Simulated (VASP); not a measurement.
Runs of VASP 6.6.1 on TePb. Symmetry: Fm-3m, No. 225, cubic system. Conventional cell: a = 6.536 Å, b = 6.536 Å, c = 6.536 Å, α = 90.00°, β = 90.00°, γ = 90.00°. Within 4.3 Å of Te (site symmetry m-3m) lie 6 Pb at 3.27 Å. Pb (site symmetry m-3m) has 6 Te at 3.27 Å within 4.3 Å. 

| level | potentials or basis | k mesh | gap on the mesh (eV) | pressure (GPa) |
| --- | --- | --- | --- | --- |
| PBE | VASP PAW PBE potentials, release 64 (Te, Pb_d) | 6 × 6 × 6 | 0.80 | 0.6 |
| PBE | VASP PAW PBE potentials, release 64 (Te, Pb_d) | 4 × 4 × 4 | 0.80 | 0.6 |
| r2SCAN | VASP PAW PBE potentials, release 64 (Te, Pb_d) | 4 × 4 × 4 | 1.09 | 0.0 |
| LDA | VASP PAW LDA potentials, release 64 (Te, Pb_d) | 4 × 4 × 4 | 0.70 | (a) |

Alike in all rows: task single point; no spin polarisation; cell as given; cutoff (eV) 520; smearing gaussian 0.01 eV.

Problem. Fill in the values left out.

Solution. (a) -3.0.

Caveats: spin-orbit coupling is left out, which moves the levels of the heavy elements; the PAW data sets were made with another functional, which shifts forces and pressure a little (some runs).

A k mesh can miss the band edges, and the runs leave out spin-orbit coupling on Pb, Te.
